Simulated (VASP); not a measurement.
# TiRh (Pm-3m) in VASP: further runs

Runs on TiRh. Level: LDA. Tasks: single point, relaxation of volume and atoms at fixed shape.

All numbers are computed with VASP 6.6.1; they aren't measurements. Logs are shortened: lines on timing, memory, paths and dates and some standing lists are left out, and cuts for length are marked.

**1. The cell of the first run**

The structure is cubic, space group Pm-3m (No. 221). The conventional cell has a = 3.045 Å, b = 3.045 Å, c = 3.045 Å, α = 90.00°, β = 90.00°, γ = 90.00°. Within 3.5 Å of Ti (site symmetry m-3m) lie 8 Rh at 2.64 Å and 6 Ti at 3.05 Å. Rh (site symmetry m-3m) has 8 Ti at 2.64 Å and 6 Rh at 3.05 Å within 3.5 Å.

**2. Single point, LDA**

The input, INCAR:

```
SYSTEM = TiRh
PREC = Accurate ; ENCUT = 520
EDIFF = 1E-6 ; ISMEAR = 0
SIGMA = 0.05 ; LREAL = .FALSE.
LASPH = .TRUE. ; NELM = 100
ALGO = Normal ; ISIF = 2
LWAVE = .FALSE. ; LCHARG = .FALSE.
NBANDS = 20
```

The input, KPOINTS:

```
regular mesh
0
G
  8 8 8
  0 0 0
```

The input, POSCAR:

```
TiRh
1.0
    3.0453737175      0.0000000000      0.0000000000
    0.0000000000      3.0453737175      0.0000000000
    0.0000000000      0.0000000000      3.0453737175
Ti Rh
1 1
Direct
    0.5000000000      0.5000000000      0.5000000000
    0.0000000000      0.0000000000      0.0000000000
```

Potentials or basis: VASP PAW LDA potentials, release 64 (Ti_sv, Rh_pv).

On the command line:

```console
$ cat potpaw_LDA.64/Ti_sv/POTCAR potpaw_LDA.64/Rh_pv/POTCAR > POTCAR
$ mpirun -np 1 vasp_std > vasp.out
```

OUTCAR:

```text
SYSTEM = TiRh
   PREC = Accurate
   ENCUT = 520
   EDIFF = 1E-6
   ISMEAR = 0
   LREAL = .FALSE.
   LASPH = .TRUE.
   NELM = 100
   ISIF = 2

 ion  position               nearest neighbor table
   1  0.500  0.500  0.500-   2 2.64   2 2.64   2 2.64   2 2.64   2 2.64   2 2.64   2 2.64   2 2.64

   2  0.000  0.000  0.000-   1 2.64   1 2.64   1 2.64   1 2.64   1 2.64   1 2.64   1 2.64   1 2.64

  LATTYP: Found a simple cubic cell.
 ALAT       =     3.0453737175

  Lattice vectors:

 A1 = (   3.0453737175,   0.0000000000,   0.0000000000)
 A2 = (   0.0000000000,   3.0453737175,   0.0000000000)
 A3 = (   0.0000000000,   0.0000000000,   3.0453737175)

Analysis of symmetry for initial positions (statically):
=====================================================================
 Subroutine PRICEL returns:
 Original cell was already a primitive cell.

 Routine SETGRP: Setting up the symmetry group for a
 simple cubic supercell.

 Subroutine GETGRP returns: Found 48 space group operations
 (whereof 48 operations were pure point group operations)
 out of a pool of 48 trial point group operations.

The static configuration has the point symmetry O_h .

Analysis of symmetry for dynamics (positions and initial velocities):
=====================================================================
 Subroutine PRICEL returns:
 Original cell was already a primitive cell.

 Routine SETGRP: Setting up the symmetry group for a
 simple cubic supercell.

 Subroutine GETGRP returns: Found 48 space group operations
 (whereof 48 operations were pure point group operations)
 out of a pool of 48 trial point group operations.

The dynamic configuration has the point symmetry O_h .

 Subroutine INISYM returns: Found 48 space group operations
 (whereof 48 operations are pure point group operations),
 and found     1 'primitive' translations

----------------------------------------------------------------------------------------

                                     Primitive cell

  volume of cell :      28.2437

  direct lattice vectors                    reciprocal lattice vectors
     3.045373717  0.000000000  0.000000000     0.328366924  0.000000000  0.000000000
     0.000000000  3.045373717  0.000000000     0.000000000  0.328366924  0.000000000
     0.000000000  0.000000000  3.045373717     0.000000000  0.000000000  0.328366924

  length of vectors
     3.045373717  3.045373717  3.045373717     0.328366924  0.328366924  0.328366924

  position of ions in fractional coordinates (direct lattice)
     0.500000000  0.500000000  0.500000000
     0.000000000  0.000000000  0.000000000

  ion indices of the primitive-cell ions
   primitive index   ion index
                 1           1
                 2           2

----------------------------------------------------------------------------------------

 KPOINTS: regular mesh

Automatic generation of k-mesh.
 Grid dimensions read from file:
 generate k-points for:    8    8    8

 Generating k-lattice:

  Cartesian coordinates                     Fractional coordinates (reciprocal lattice)
     0.041045865  0.000000000  0.000000000     0.125000000  0.000000000  0.000000000
     0.000000000  0.041045865  0.000000000     0.000000000  0.125000000  0.000000000
     0.000000000  0.000000000  0.041045865     0.000000000  0.000000000  0.125000000

  Length of vectors
     0.041045865  0.041045865  0.041045865

  Shift w.r.t. Gamma in fractional coordinates (k-lattice)
     0.000000000  0.000000000  0.000000000

 Subroutine IBZKPT returns following result:
 ===========================================

 Found     35 irreducible k-points:

 Following reciprocal coordinates:
            Coordinates               Weight
  0.000000  0.000000  0.000000      1.000000
  0.125000  0.000000  0.000000      6.000000
  0.250000  0.000000  0.000000      6.000000
  0.375000  0.000000  0.000000      6.000000
  0.500000  0.000000  0.000000      3.000000
  0.125000  0.125000  0.000000     12.000000
[... 16 lines left out ...]
  0.375000  0.375000  0.125000     24.000000
  0.500000  0.375000  0.125000     24.000000
 [... further k-points ...]
   k-points           NKPTS =     35   k-points in BZ     NKDIM =     35   number of bands    NBANDS=     20
   number of dos      NEDOS =    301   number of ions     NIONS =      2
   total plane-waves  NPLWV =  13824
   dimension x,y,z NGX =    24 NGY =   24 NGZ =   24
   dimension x,y,z NGXF=    48 NGYF=   48 NGZF=   48
   ions per type =               1   1
   NGX,Y,Z   is equivalent  to a cutoff of  13.10, 13.10, 13.10 a.u.
   NGXF,Y,Z  is equivalent  to a cutoff of  26.20, 26.20, 26.20 a.u.
 SYSTEM =  TiRh
   PREC   = accura    normal or accurate (medium, high low for compatibility)
   ISTART =      0    job   : 0-new  1-cont  2-samecut
   ICHARG =      2    charge: 1-file 2-atom 10-const
   ISPIN  =      1    spin polarized calculation?
   LNONCOLLINEAR =      F non collinear calculations
   LSORBIT =      F    spin-orbit coupling
   LASPH  =      T    aspherical Exc in radial PAW
   ENCUT  =  520.0 eV  38.22 Ry    6.18 a.u.   5.66  5.66  5.66*2*pi/ulx,y,z
   NELM   =    100;   NELMIN=  2; NELMDL= -5     # of ELM steps
   EDIFF  = 0.1E-05   stopping-criterion for ELM
   LREAL  =      F    real-space projection
   EDIFFG = 0.1E-04   stopping-criterion for IOM
   NSW    =      0    number of steps for IOM
   IBRION =     -1    ionic relax: 0-MD 1-quasi-New 2-CG
   NFREE  =      0    steps in history (QN), initial steepest desc. (CG)
   ISIF   =      2    stress and relaxation
   ISYM   =      2    0-nonsym 1-usesym 2-fastsym
   POTIM  = 0.5000    time-step for ionic-motion
   TEBEG  =    0.0;   TEEND  =   0.0 temperature during run
   PSTRESS=    0.0 pullay stress
   NELECT =      27.0000    total number of electrons
   NUPDOWN=      -1.0000    fix difference up-down
   EMIN   =  10.00;   EMAX   =-10.00  energy-range for DOS
   EFERMI =   0.00;   METHOD = LEGACY
   ISMEAR =     0;   SIGMA  =   0.05  broadening in eV -4-tet -1-fermi 0-gaus
   EFERMI_NEDOS =   21; number of points for ismear=-14 and -15
   IALGO  =     38    algorithm
   IMIX   =      4    mixing-type and parameters
     AMIX     =   0.40;   BMIX     =  1.00
     AMIX_MAG =   1.60;   BMIX_MAG =  1.00
  volume/ion in A,a.u.               =      14.12        95.30
  Fermi-wavevector in a.u.,A,eV,Ry     =   1.612707  3.047574 35.386360  2.600824
  Thomas-Fermi vector in A             =   2.707894
   LORBIT       =      0    0 simple, 1 ext, 2 COOP (PROOUT), +10 PAW based schemes
   GGA     = CA    functional components
   LHFCALC =     F    Hartree Fock is set to
   AEXX    =    0.0000 exact exchange contribution
   IVDW    =     0    specifies the selected vdW correction
   LEPSILON=     F    determine dielectric tensor
   LRPA    =     F    only Hartree local field effects (RPA)
 non-spin polarized calculation
 Gauss-broadening in eV      SIGMA  =   0.05
  energy-cutoff  :      520.00
  volume of cell :       28.24
 maximum number of plane-waves:       772
 NGX is ok and might be reduce to    24
   NGX = 11   NGY = 11   NGZ = 11

 number of electron      27.0000008 magnetization

 Free energy of the ion-electron system (eV)
  ---------------------------------------------------
  ext. energy  EPLUGINS =         0.00000000
  ---------------------------------------------------
  free energy    TOTEN  =       -18.70510105 eV

  energy without entropy =      -18.70236791  energy(sigma->0) =      -18.70373448

 E-fermi :  11.4431     XC(G=0): -13.5031

 val. band max:       11.4240145777   @ k =   0.5000   0.5000   0.1250
 cond. band min:      11.4439698637   @ k =   0.5000   0.1250   0.0000
 fundamental gap:      0.0199552860
 Fermi energy:        11.4430528514

 k-point     1 :       0.0000    0.0000    0.0000
  band No.  band energies     occupation
      1     -45.3872      2.00000
      2     -35.2371      2.00000
      3     -35.2371      2.00000
      4     -35.2371      2.00000
      5     -21.8884      2.00000
      6     -21.8884      2.00000
[... 12 lines left out ...]
     19      20.4194      0.00000
     20      20.4194      0.00000

 k-point     2 :       0.1250    0.0000    0.0000
  band No.  band energies     occupation
      1     -45.3843      2.00000
      2     -35.2516      2.00000
      3     -35.2351      2.00000
      4     -35.2351      2.00000
      5     -21.9290      2.00000
      6     -21.8878      2.00000
[... 12 lines left out ...]
     19      19.2713      0.00000
     20      21.2846      0.00000

 k-point     3 :       0.2500    0.0000    0.0000
  band No.  band energies     occupation
      1     -45.3771      2.00000
      2     -35.2865      2.00000
      3     -35.2304      2.00000
      4     -35.2304      2.00000
      5     -22.0258      2.00000
      6     -21.8863      2.00000
[... 12 lines left out ...]
     19      17.0620      0.00000
     20      23.3204      0.00000

 k-point     4 :       0.3750    0.0000    0.0000
  band No.  band energies     occupation
      1     -45.3700      2.00000
      2     -35.3212      2.00000
      3     -35.2258      2.00000
      4     -35.2258      2.00000
      5     -22.1214      2.00000
      6     -21.8848      2.00000
[... 12 lines left out ...]
     19      15.2728      0.00000
     20      25.8395      0.00000

 k-point     5 :       0.5000    0.0000    0.0000
  band No.  band energies     occupation
      1     -45.3670      2.00000
      2     -35.3355      2.00000
      3     -35.2238      2.00000
      4     -35.2238      2.00000
      5     -22.1606      2.00000
      6     -21.8842      2.00000
[... 12 lines left out ...]
     19      14.7364      0.00000
     20      27.8710      0.00000
[... 353 lines left out ...]
      6     -21.9938      2.00000
[... 12 lines left out ...]
     19      16.6060      0.00000
     20      21.5713      0.00000

 k-point    22 :       0.5000    0.2500    0.1250
  band No.  band energies     occupation
      1     -45.3480      2.00000
      2     -35.3388      2.00000
      3     -35.2820      2.00000
      4     -35.2357      2.00000
      5     -22.1242      2.00000
      6     -21.9902      2.00000
[... 12 lines left out ...]
     19      15.1499      0.00000
     20      22.7256      0.00000

 k-point    23 :       0.3750    0.3750    0.1250
  band No.  band energies     occupation
      1     -45.3417      2.00000
      2     -35.3256      2.00000
      3     -35.3215      2.00000
      4     -35.2333      2.00000
      5     -22.0785      2.00000
      6     -22.0676      2.00000
[... 12 lines left out ...]
     19      16.3737      0.00000
     20      20.5743      0.00000

 k-point    24 :       0.5000    0.3750    0.1250
  band No.  band energies     occupation
      1     -45.3376      2.00000
      2     -35.3404      2.00000
      3     -35.3239      2.00000
      4     -35.2317      2.00000
      5     -22.1053      2.00000
      6     -22.0663      2.00000
[... 12 lines left out ...]
     19      15.3914      0.00000
     20      20.8684      0.00000

 [... further k-points ...]
[... 5 lines left out ...]
  --------------------------------------------------------------------------------------
  -------------------------------------------------------------------------------------
  Total        0.0875202      0.0875202      0.0875202     -0.0000000     -0.0000000      0.0000000
  in kB        4.9647469      4.9647469      4.9647469     -0.0000000     -0.0000000      0.0000000
  external PRESSURE =       4.9647469 kB  Pullay stress =       0.0000000 kB

 VOLUME and BASIS-vectors are now :
 -----------------------------------------------------------------------------
  energy-cutoff  :      520.00
  volume of cell :       28.24
      direct lattice vectors                 reciprocal lattice vectors
     3.045373717  0.000000000  0.000000000     0.328366924  0.000000000  0.000000000
     0.000000000  3.045373717  0.000000000     0.000000000  0.328366924  0.000000000
     0.000000000  0.000000000  3.045373717     0.000000000  0.000000000  0.328366924

 POSITION                                       TOTAL-FORCE (eV/Angst)
 -----------------------------------------------------------------------------------
      1.52269      1.52269      1.52269         0.000000      0.000000      0.000000
      0.00000      0.00000      0.00000         0.000000      0.000000      0.000000
 -----------------------------------------------------------------------------------
    total drift:                                0.000000      0.000000     -0.000000

  FREE ENERGIE OF THE ION-ELECTRON SYSTEM (eV)
  ---------------------------------------------------
  free  energy   TOTEN  =       -18.7051010502 eV

  energy  without entropy=      -18.7023679096  energy(sigma->0) =      -18.70373448
```

Wall time 9.6 s (1 thread of Intel Xeon 6975P-C, shared host); peak memory 0.14 GiB.

What came out:

```yaml
Free_energy: -18.7051 eV
Pressure: 0.5 GPa
```

Levels at points of the mesh, in eV from the Fermi level:
```
           k point  band 9  band 10  band 11  band 12  band 13  band 14  band 15  band 16  band 17  band 18
(0.00, 0.00, 0.00)   -5.61    -5.61    -2.50    -2.50    -2.50     0.82     0.82     2.65     2.65     2.65
(0.50, 0.00, 0.00)   -4.25    -3.65    -2.79    -2.79    -1.77    -1.32     0.24     0.24     0.68     1.55
(0.50, 0.50, 0.00)   -5.45    -3.92    -3.92    -0.83    -0.02     0.85     0.85     1.25     2.48     2.94
(0.50, 0.50, 0.50)   -4.25    -4.25    -1.97    -1.97    -1.97    -0.76    -0.76     2.55     2.55     8.62
```

**3. Relaxation of volume and atoms at fixed shape, LDA**

This run uses another cell than the first one, of 15.12 Å³/atom, 1.070 times its volume.

The input, INCAR:

```
SYSTEM = TiRh
ALGO = Normal
EDIFF = 1E-7
EDIFFG = -0.02
ENCUT = 600
GGA = CA
IBRION = 2
ISIF = 8
ISMEAR = 0
LASPH = .TRUE.
LCHARG = .FALSE.
LREAL = .FALSE.
LWAVE = .FALSE.
NELM = 100
NSW = 80
PREC = Accurate
SIGMA = 0.05
```

The input, KPOINTS:

```
k-points
0
G
  8 8 8
  0 0 0
```

The input, POSCAR:

```
TiRh
1.0
    3.1152000000      0.0000000000      0.0000000000
    0.0000000000      3.1152000000      0.0000000000
    0.0000000000      0.0000000000      3.1152000000
Ti Rh
1 1
Direct
    0.5000000000      0.5000000000      0.5000000000
    0.0000000000      0.0000000000      0.0000000000
```

Potentials or basis: VASP PAW LDA potentials, release 64 (Ti_sv, Rh_pv).

On the command line:

```console
$ cat potpaw_LDA.64/Ti_sv/POTCAR potpaw_LDA.64/Rh_pv/POTCAR > POTCAR
$ mpirun -np 1 vasp_std > vasp.out
```

Wall time 74 s (1 thread of Intel Xeon 6975P-C, shared host); peak memory 0.17 GiB.

Results (log left out):

```yaml
Free_energy: -18.7066 eV
Relaxed_volume: 14.16 Å³/atom
Relaxed_cell: a = 3.048 Å, b = 3.048 Å, c = 3.048 Å, α = 90.00°, β = 90.00°, γ = 90.00°
Space_group_after_relaxing_to_0.05_Å: Pm-3m (No. 221)
Energy_gained_by_relaxing: 40.8 meV/atom
Ionic_steps: 4
Pressure_after_relaxing: -0.1 GPa
```

The path:
| step | energy change (eV) | largest force (eV/Å) | pressure (GPa) | volume (Å³) |
| --- | --- | --- | --- | --- |
| 1 | 0.0000 | 0.0000 | -12.77 | 30.23 |
| 2 | 0.1963 | 0.0000 | 32.09 | 25.26 |
| 3 | -0.0815 | 0.0000 | -0.59 | 28.38 |
| 4 | -0.0816 | 0.0000 | -0.08 | 28.31 |

Final structure:
```cif
data_structure
_symmetry_space_group_name_H-M 'P 1'
_symmetry_Int_Tables_number 1
_cell_length_a 3.0478
_cell_length_b 3.0478
_cell_length_c 3.0478
_cell_angle_alpha 90.000
_cell_angle_beta 90.000
_cell_angle_gamma 90.000
_cell_volume 28.31
loop_
_atom_site_label
_atom_site_type_symbol
_atom_site_fract_x
_atom_site_fract_y
_atom_site_fract_z
_atom_site_occupancy
Ti1 Ti 0.50000 0.50000 0.50000 1
Rh1 Rh 0.00000 0.00000 0.00000 1
```

Levels at points of the mesh, in eV from the Fermi level:
```tsv
k point	band 9	band 10	band 11	band 12	band 13	band 14	band 15	band 16	band 17
(0.00, 0.00, 0.00)	-5.59	-5.59	-2.50	-2.50	-2.50	0.82	0.82	2.64	2.64
(0.50, 0.00, 0.00)	-4.23	-3.65	-2.78	-2.78	-1.77	-1.31	0.24	0.24	0.67
(0.50, 0.50, 0.00)	-5.43	-3.91	-3.91	-0.83	-0.02	0.85	0.85	1.24	2.47
(0.50, 0.50, 0.50)	-4.24	-4.24	-1.96	-1.96	-1.96	-0.76	-0.76	2.54	2.54
```
